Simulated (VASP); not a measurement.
# Li (Fm-3m) in VASP: further runs

Runs on Li. Level: PBEsol. Tasks: relaxation of cell and atoms.

Everything below comes from runs of VASP 6.6.1. Logs are shortened: lines on timing, memory, paths and dates and some standing lists are left out, and cuts for length are marked.

## 1. The cell of the first run

It takes space group Fm-3m (No. 225, cubic). Conventional cell: a = 4.319 Å, b = 4.319 Å, c = 4.319 Å, α = 90.00°, β = 90.00°, γ = 90.00°. Within 4.0 Å of Li (site symmetry m-3m) lie 12 Li at 3.05 Å.

## 2. Relaxation of cell and atoms, PBEsol, target pressure 2 GPa, at which the enthalpy is minimised

File INCAR:

```
PREC = Accurate
ENCUT = 600
EDIFF = 1E-6
ISMEAR = -1
SIGMA = 0.05
LREAL = False
LASPH = True
NELM = 100
ALGO = Normal
ISIF = 3
LWAVE = False
LCHARG = False
GGA = PS
IBRION = 2
NSW = 100
EDIFFG = -0.002
PSTRESS = 20.0
```

File KPOINTS:

```
Automatic mesh
0
Gamma
  22 22 22
```

File POSCAR:

```
Li
1.0
    0.0000000000      2.1593736381      2.1593736381
    2.1593736381      0.0000000000      2.1593736381
    2.1593736381      2.1593736381      0.0000000000
Li
1
Direct
    0.0000000000      0.0000000000      0.0000000000
```

Potentials or basis: VASP PAW PBE potentials, release 64 (Li_sv).

Started as:

```sh
$ cat potpaw_PBE.64/Li_sv/POTCAR > POTCAR
$ mpirun -np 1 vasp_std > vasp.out
```

OUTCAR:

```text
PREC = Accurate
   ENCUT = 600
   EDIFF = 1E-6
   ISMEAR = -1
   LREAL = False
   LASPH = True
   NELM = 100
   ISIF = 3
   GGA = PS
   IBRION = 2
   NSW = 100
   EDIFFG = -0.002
   PSTRESS = 20.0

 ion  position               nearest neighbor table
   1  0.000  0.000  0.000-

  LATTYP: Found a face centered cubic cell.
 ALAT       =     4.3187472762

  Lattice vectors:

 A1 = (   0.0000000000,   2.1593736381,   2.1593736381)
 A2 = (   2.1593736381,   0.0000000000,   2.1593736381)
 A3 = (   2.1593736381,   2.1593736381,   0.0000000000)

Analysis of symmetry for initial positions (statically):
=====================================================================
 Subroutine PRICEL returns:
 Original cell was already a primitive cell.

 Routine SETGRP: Setting up the symmetry group for a
 face centered cubic supercell.

 Subroutine GETGRP returns: Found 48 space group operations
 (whereof 48 operations were pure point group operations)
 out of a pool of 48 trial point group operations.

The static configuration has the point symmetry O_h .

Analysis of symmetry for dynamics (positions and initial velocities):
=====================================================================
 Subroutine PRICEL returns:
 Original cell was already a primitive cell.

 Routine SETGRP: Setting up the symmetry group for a
 face centered cubic supercell.

 Subroutine GETGRP returns: Found 48 space group operations
 (whereof 48 operations were pure point group operations)
 out of a pool of 48 trial point group operations.

The dynamic configuration has the point symmetry O_h .

 Subroutine INISYM returns: Found 48 space group operations
 (whereof 48 operations are pure point group operations),
 and found     1 'primitive' translations

----------------------------------------------------------------------------------------

                                     Primitive cell

  volume of cell :      20.1379

  direct lattice vectors                    reciprocal lattice vectors
     0.000000000  2.159373638  2.159373638    -0.231548626  0.231548626  0.231548626
     2.159373638  0.000000000  2.159373638     0.231548626 -0.231548626  0.231548626
     2.159373638  2.159373638  0.000000000     0.231548626  0.231548626 -0.231548626

  length of vectors
     3.053815485  3.053815485  3.053815485     0.401053986  0.401053986  0.401053986

  position of ions in fractional coordinates (direct lattice)
     0.000000000  0.000000000  0.000000000

  ion indices of the primitive-cell ions
   primitive index   ion index
                 1           1

----------------------------------------------------------------------------------------

 KPOINTS: Automatic mesh

Automatic generation of k-mesh.
 Grid dimensions read from file:
 generate k-points for:   22   22   22

 Generating k-lattice:

  Cartesian coordinates                     Fractional coordinates (reciprocal lattice)
    -0.010524938  0.010524938  0.010524938     0.045454545  0.000000000  0.000000000
     0.010524938 -0.010524938  0.010524938     0.000000000  0.045454545  0.000000000
     0.010524938  0.010524938 -0.010524938     0.000000000  0.000000000  0.045454545

  Length of vectors
     0.018229727  0.018229727  0.018229727

  Shift w.r.t. Gamma in fractional coordinates (k-lattice)
     0.000000000  0.000000000  0.000000000

 Subroutine IBZKPT returns following result:
 ===========================================

 Found    328 irreducible k-points:

 Following reciprocal coordinates:
            Coordinates               Weight
  0.000000  0.000000  0.000000      1.000000
  0.045455  0.000000  0.000000      8.000000
  0.090909  0.000000  0.000000      8.000000
  0.136364  0.000000  0.000000      8.000000
  0.181818  0.000000  0.000000      8.000000
  0.227273  0.000000  0.000000      8.000000
[... 16 lines left out ...]
  0.500000  0.045455  0.000000     24.000000
 -0.454545  0.045455  0.000000     24.000000
 [... further k-points ...]
   k-points           NKPTS =    328   k-points in BZ     NKDIM =    328   number of bands    NBANDS=      5
   number of dos      NEDOS =    301   number of ions     NIONS =      1
   total plane-waves  NPLWV =  13824
   dimension x,y,z NGX =    24 NGY =   24 NGZ =   24
   dimension x,y,z NGXF=    48 NGYF=   48 NGZF=   48
   ions per type =               1
   NGX,Y,Z   is equivalent  to a cutoff of  13.07, 13.07, 13.07 a.u.
   NGXF,Y,Z  is equivalent  to a cutoff of  26.13, 26.13, 26.13 a.u.
 SYSTEM =  unknown system
   PREC   = accura    normal or accurate (medium, high low for compatibility)
   ISTART =      0    job   : 0-new  1-cont  2-samecut
   ICHARG =      2    charge: 1-file 2-atom 10-const
   ISPIN  =      1    spin polarized calculation?
   LNONCOLLINEAR =      F non collinear calculations
   LSORBIT =      F    spin-orbit coupling
   LASPH  =      T    aspherical Exc in radial PAW
   ENCUT  =  600.0 eV  44.10 Ry    6.64 a.u.   6.10  6.10  6.10*2*pi/ulx,y,z
   NELM   =    100;   NELMIN=  2; NELMDL= -5     # of ELM steps
   EDIFF  = 0.1E-05   stopping-criterion for ELM
   LREAL  =      F    real-space projection
   EDIFFG = -.2E-02   stopping-criterion for IOM
   NSW    =    100    number of steps for IOM
   IBRION =      2    ionic relax: 0-MD 1-quasi-New 2-CG
   NFREE  =      1    steps in history (QN), initial steepest desc. (CG)
   ISIF   =      3    stress and relaxation
   ISYM   =      2    0-nonsym 1-usesym 2-fastsym
   POTIM  = 0.5000    time-step for ionic-motion
   TEBEG  =    0.0;   TEEND  =   0.0 temperature during run
   PSTRESS=   20.0 pullay stress
   NELECT =       3.0000    total number of electrons
   NUPDOWN=      -1.0000    fix difference up-down
   EMIN   =  10.00;   EMAX   =-10.00  energy-range for DOS
   EFERMI =   0.00;   METHOD = LEGACY
   ISMEAR =    -1;   SIGMA  =   0.05  broadening in eV -4-tet -1-fermi 0-gaus
   EFERMI_NEDOS =   21; number of points for ismear=-14 and -15
   IALGO  =     38    algorithm
   IMIX   =      4    mixing-type and parameters
     AMIX     =   0.40;   BMIX     =  1.00
     AMIX_MAG =   1.60;   BMIX_MAG =  1.00
  volume/ion in A,a.u.               =      20.14       135.90
  Fermi-wavevector in a.u.,A,eV,Ry     =   0.867849  1.639997 10.247387  0.753162
  Thomas-Fermi vector in A             =   1.986442
   LORBIT       =      0    0 simple, 1 ext, 2 COOP (PROOUT), +10 PAW based schemes
   GGA     = PS    functional components
   LHFCALC =     F    Hartree Fock is set to
   AEXX    =    0.0000 exact exchange contribution
   IVDW    =     0    specifies the selected vdW correction
   LEPSILON=     F    determine dielectric tensor
   LRPA    =     F    only Hartree local field effects (RPA)
 conjugate gradient relaxation of ions
 non-spin polarized calculation
  energy-cutoff  :      600.00
  volume of cell :       20.14
 maximum number of plane-waves:       692
   NGX = 13   NGY = 13   NGZ = 13

--------------------------------------- Ionic step        1  -------------------------------------------

 number of electron       2.9999995 magnetization

 Free energy of the ion-electron system (eV)
  ---------------------------------------------------
  ext. energy  EPLUGINS =         0.00000000
  ---------------------------------------------------
  free energy    TOTEN  =        -1.96991150 eV

  energy without entropy =       -1.96580369  energy(sigma->0) =       -1.96785760

------------------------ aborting loop because EDIFF is reached ----------------------------------------

  FORCE on cell =-STRESS in cart. coord.  units (eV):
  Direction    XX          YY          ZZ          XY          YZ          ZX
  --------------------------------------------------------------------------------------
  -------------------------------------------------------------------------------------
  Total       -0.0112751     -0.0112751     -0.0112751     -0.0000000     -0.0000000      0.0000000
  in kB       -0.8970488     -0.8970488     -0.8970488     -0.0000000     -0.0000000      0.0000000
  external PRESSURE =     -20.8970488 kB  Pullay stress =      20.0000000 kB
[... 90 lines left out ...]
  FREE ENERGIE OF THE ION-ELECTRON SYSTEM (eV)
  ---------------------------------------------------
  free  energy   TOTEN  =        -1.9606784277 eV

  energy  without entropy=       -1.9568182851  energy(sigma->0) =       -1.95874836

  enthalpy is  TOTEN    =        -1.7355365869 eV   P V=        0.2251418409

[... ionic steps 4 to 18 ...]

--------------------------------------- Ionic step       19  -------------------------------------------

 number of electron       3.0000007 magnetization

------------------------ aborting loop because EDIFF is reached ----------------------------------------

  FORCE on cell =-STRESS in cart. coord.  units (eV):
  Direction    XX          YY          ZZ          XY          YZ          ZX
  --------------------------------------------------------------------------------------
  -------------------------------------------------------------------------------------
  Total        0.2240943      0.2240943      0.2240943      0.0000000     -0.0000000     -0.0000000
  in kB       20.2974274     20.2974274     20.2974274      0.0000000     -0.0000000     -0.0000000
  external PRESSURE =       0.2974274 kB  Pullay stress =      20.0000000 kB
[... 59 lines left out ...]
  enthalpy is  TOTEN    =        -1.7359145135 eV   P V=        0.2209482958

--------------------------------------- Ionic step       21  -------------------------------------------

 number of electron       3.0000007 magnetization

 Free energy of the ion-electron system (eV)
  ---------------------------------------------------
  ext. energy  EPLUGINS =         0.00000000
  ---------------------------------------------------
  free energy    TOTEN  =        -1.95692865 eV

  energy without entropy =       -1.95310864  energy(sigma->0) =       -1.95501865

 E-fermi :   1.0341     XC(G=0):  -7.3572

 val. band max:        1.0310689072   @ k =   0.5000   0.0909   0.0000
 cond. band min:       1.0523982441   @ k =   0.4545   0.2727   0.0000
 fundamental gap:      0.0213293369
 Fermi energy:         1.0341203170

 k-point     1 :       0.0000    0.0000    0.0000
  band No.  band energies     occupation
      1     -44.6626      2.00000
      2      -2.7025      2.00000
      3      16.8125      0.00000
      4      16.8125      0.00000
      5      16.8125      0.00000

 k-point     2 :       0.0455    0.0000    0.0000
  band No.  band energies     occupation
      1     -44.6620      2.00000
      2      -2.6647      2.00000
      3      16.3287      0.00000
      4      16.7100      0.00000
      5      16.7101      0.00000
[... 169 lines left out ...]
 k-point    24 :      -0.4545    0.0455    0.0000
  band No.  band energies     occupation
      1     -44.6303      2.00000
      2       0.8926      1.88853
      3       4.5747      0.00000
      4      14.5346      0.00000
      5      14.8279      0.00000

 [... further k-points ...]

------------------------ aborting loop because EDIFF is reached ----------------------------------------

  FORCE on cell =-STRESS in cart. coord.  units (eV):
  Direction    XX          YY          ZZ          XY          YZ          ZX
  --------------------------------------------------------------------------------------
  -------------------------------------------------------------------------------------
  Total        0.2216907      0.2216907      0.2216907      0.0000000      0.0000000     -0.0000000
  in kB       20.0612128     20.0612128     20.0612128      0.0000000      0.0000000     -0.0000000
  external PRESSURE =       0.0612128 kB  Pullay stress =      20.0000000 kB
[... 16 lines left out ...]
  FREE ENERGIE OF THE ION-ELECTRON SYSTEM (eV)
  ---------------------------------------------------
  free  energy   TOTEN  =        -1.9569286511 eV

  energy  without entropy=       -1.9531086411  energy(sigma->0) =       -1.95501865

  enthalpy is  TOTEN    =        -1.7359144302 eV   P V=        0.2210142209

 reached required accuracy - stopping structural energy minimisation
```

It took 58 s on 1 thread of Intel Xeon 6975P-C (Granite Rapids), shared host; peak memory 0.15 GiB.

Results:

- Free energy: -1.9569 eV
- Relaxed volume: 17.71 Å³/atom
- Relaxed cell: a = 2.926 Å, b = 2.926 Å, c = 2.926 Å, α = 60.00°, β = 60.00°, γ = 60.00°
- Space group after relaxing (to 0.05 Å): Fm-3m (No. 225)
- Energy change on relaxing (the enthalpy is what falls): +13.0 meV/atom
- Ionic steps: 21
- Pressure after relaxing: 2.0 GPa

The path:
| step | energy change (eV) | largest force (eV/Å) | pressure (GPa) | volume (Å³) |
| --- | --- | --- | --- | --- |
| 1 | 0.0000 | 0.0000 | -0.09 | 20.14 |
| 2 | 0.0008 | 0.0000 | 0.44 | 19.38 |
| 3 | 0.0092 | 0.0000 | 1.64 | 18.04 |
| 4 | 0.0133 | 0.0000 | 2.03 | 17.68 |
| 5 | 0.0127 | 0.0000 | 1.97 | 17.73 |
| 6 | 0.0127 | 0.0000 | 1.97 | 17.73 |
| 7 | 0.0127 | 0.0000 | 1.97 | 17.73 |
| 8 | 0.0127 | 0.0000 | 1.97 | 17.73 |
| 9 | 0.0127 | 0.0000 | 1.97 | 17.73 |
| 10 | 0.0127 | 0.0000 | 1.97 | 17.73 |
| 11 | 0.0127 | 0.0000 | 1.97 | 17.73 |
| 12 | 0.0127 | 0.0000 | 1.97 | 17.73 |
| 13 | 0.0127 | 0.0000 | 1.97 | 17.73 |
| 14 | 0.0127 | 0.0000 | 1.97 | 17.73 |
| 15 | 0.0127 | 0.0000 | 1.98 | 17.73 |
| 16 | 0.0128 | 0.0000 | 1.97 | 17.72 |
| 17 | 0.0128 | 0.0000 | 1.97 | 17.72 |
| 18 | 0.0129 | 0.0000 | 1.98 | 17.71 |
| 19 | 0.0132 | 0.0000 | 2.03 | 17.69 |
| 20 | 0.0130 | 0.0000 | 2.04 | 17.70 |
| 21 | 0.0130 | 0.0000 | 2.01 | 17.71 |

Final structure:
```cif
data_structure
_symmetry_space_group_name_H-M 'P 1'
_symmetry_Int_Tables_number 1
_cell_length_a 2.9255
_cell_length_b 2.9255
_cell_length_c 2.9255
_cell_angle_alpha 60.000
_cell_angle_beta 60.000
_cell_angle_gamma 60.000
_cell_volume 17.71
loop_
_atom_site_label
_atom_site_type_symbol
_atom_site_fract_x
_atom_site_fract_y
_atom_site_fract_z
_atom_site_occupancy
Li1 Li 0.00000 0.00000 0.00000 1
```

Caveat: the cutoff is under 1.25 times the usual one of these potentials, so pressure, stress and relaxed cells hold a basis-set (Pulay) error; the cell is relaxed towards a set pressure, so the enthalpy falls and the energy may rise; the PAW data sets were made with another functional, which shifts forces and pressure a little.

## 3. Relaxation of cell and atoms, PBEsol, target pressure 4 GPa, at which the enthalpy is minimised

File INCAR:

```
PREC = Accurate ; ENCUT = 600
EDIFF = 1E-6 ; ISMEAR = -1
SIGMA = 0.05 ; LREAL = False
LASPH = True ; NELM = 60
ALGO = Normal ; ISIF = 3
LWAVE = False ; LCHARG = False
GGA = PS ; IBRION = 2
NSW = 100 ; EDIFFG = -0.002
PSTRESS = 40.0
```

File KPOINTS:

```
regular mesh
0
Gamma
  22 22 22
```

POSCAR is that of step 2.

Potentials or basis: VASP PAW PBE potentials, release 64 (Li_sv).

Started as:

```sh
$ cat potpaw_PBE.64/Li_sv/POTCAR > POTCAR
$ mpirun -np 1 vasp_std > vasp.out
```

OUTCAR:

```text
PREC = Accurate
   ENCUT = 600
   EDIFF = 1E-6
   ISMEAR = -1
   LREAL = False
   LASPH = True
   NELM = 60
   ISIF = 3
   GGA = PS
   IBRION = 2
   NSW = 100
   EDIFFG = -0.002
   PSTRESS = 40.0

 ion  position               nearest neighbor table
   1  0.000  0.000  0.000-

  LATTYP: Found a face centered cubic cell.
 ALAT       =     4.3187472762

  Lattice vectors:

 A1 = (   0.0000000000,   2.1593736381,   2.1593736381)
 A2 = (   2.1593736381,   0.0000000000,   2.1593736381)
 A3 = (   2.1593736381,   2.1593736381,   0.0000000000)

Analysis of symmetry for initial positions (statically):
[... 362 lines left out ...]
  ext. energy  EPLUGINS =         0.00000000
  ---------------------------------------------------
  free energy    TOTEN  =        -1.92991754 eV

  energy without entropy =       -1.92627529  energy(sigma->0) =       -1.92809642

 E-fermi :   1.3121     XC(G=0):  -7.5837

 val. band max:        1.2792949825   @ k =   0.5000   0.0909   0.0000
 cond. band min:       1.3287853604   @ k =  -0.4545   0.0909   0.0455
 fundamental gap:      0.0494903780
 Fermi energy:         1.3120988181

 k-point     1 :       0.0000    0.0000    0.0000
  band No.  band energies     occupation
      1     -44.2483      2.00000
      2      -2.5234      2.00000
      3      18.0647      0.00000
      4      18.0647      0.00000
      5      18.0647      0.00000
[... 177 lines left out ...]
 k-point    24 :      -0.4545    0.0455    0.0000
  band No.  band energies     occupation
      1     -44.2035      2.00000
      2       1.1325      1.94644
      3       5.1861      0.00000
      4      15.6437      0.00000
      5      15.9515      0.00000

 [... further k-points ...]

------------------------ aborting loop because EDIFF is reached ----------------------------------------

  FORCE on cell =-STRESS in cart. coord.  units (eV):
  Direction    XX          YY          ZZ          XY          YZ          ZX
  --------------------------------------------------------------------------------------
  -------------------------------------------------------------------------------------
  Total        0.4039596      0.4039596      0.4039596     -0.0000000      0.0000000      0.0000000
  in kB       39.8657033     39.8657033     39.8657033     -0.0000000      0.0000000      0.0000000
  external PRESSURE =      -0.1342967 kB  Pullay stress =      40.0000000 kB
[... 20 lines left out ...]
  energy  without entropy=       -1.9262752898  energy(sigma->0) =       -1.92809642

  enthalpy is  TOTEN    =        -1.5245971405 eV   P V=        0.4053204040

 reached required accuracy - stopping structural energy minimisation
```

It took 70 s on 1 thread of Intel Xeon 6975P-C (Granite Rapids), shared host; peak memory 0.15 GiB.

Results:

| Property | Result |
| --- | --- |
| Free energy | -1.9299 eV |
| Relaxed volume | 16.23 Å³/atom |
| Relaxed cell | a = 2.842 Å, b = 2.842 Å, c = 2.842 Å, α = 60.00°, β = 60.00°, γ = 60.00° |
| Space group after relaxing (to 0.05 Å) | Fm-3m (No. 225) |
| Energy change on relaxing (the enthalpy is what falls) | +40.0 meV/atom |
| Ionic steps | 28 |
| Pressure after relaxing | 4.0 GPa |

The path:
```csv
step,energy change (eV),largest force (eV/Å),pressure (GPa),volume (Å³)
1,0.0000,0.0000,-0.09,20.14
2,0.0040,0.0000,1.02,18.68
3,0.0268,0.0000,3.11,16.83
4,0.0413,0.0000,4.10,16.18
5,0.0395,0.0000,3.96,16.26
6,0.0395,0.0000,3.97,16.26
7,0.0395,0.0000,3.97,16.26
8,0.0395,0.0000,3.97,16.26
9,0.0395,0.0000,3.97,16.26
10,0.0395,0.0000,3.97,16.26
11,0.0395,0.0000,3.97,16.26
12,0.0395,0.0000,3.97,16.26
13,0.0395,0.0000,3.97,16.26
14,0.0395,0.0000,3.97,16.26
15,0.0395,0.0000,3.97,16.26
16,0.0395,0.0000,3.97,16.25
17,0.0396,0.0000,3.98,16.25
18,0.0397,0.0000,3.97,16.25
19,0.0399,0.0000,3.97,16.24
20,0.0403,0.0000,3.97,16.22
21,0.0412,0.0000,4.09,16.19
22,0.0405,0.0000,4.04,16.21
23,0.0404,0.0000,4.05,16.22
24,0.0403,0.0000,4.03,16.22
25,0.0402,0.0000,4.04,16.23
26,0.0396,0.0000,3.98,16.25
27,0.0398,0.0000,3.97,16.24
28,0.0400,0.0000,3.99,16.23
```

Final structure:
```cif
data_structure
_symmetry_space_group_name_H-M 'P 1'
_symmetry_Int_Tables_number 1
_cell_length_a 2.8422
_cell_length_b 2.8422
_cell_length_c 2.8422
_cell_angle_alpha 60.000
_cell_angle_beta 60.000
_cell_angle_gamma 60.000
_cell_volume 16.23
loop_
_atom_site_label
_atom_site_type_symbol
_atom_site_fract_x
_atom_site_fract_y
_atom_site_fract_z
_atom_site_occupancy
Li1 Li 0.00000 0.00000 0.00000 1
```

Caveat: the cutoff is under 1.25 times the usual one of these potentials, so pressure, stress and relaxed cells hold a basis-set (Pulay) error; the cell is relaxed towards a set pressure, so the enthalpy falls and the energy may rise; the volume moved by over 15 % at a fixed basis, so the end points are rough; the PAW data sets were made with another functional, which shifts forces and pressure a little.
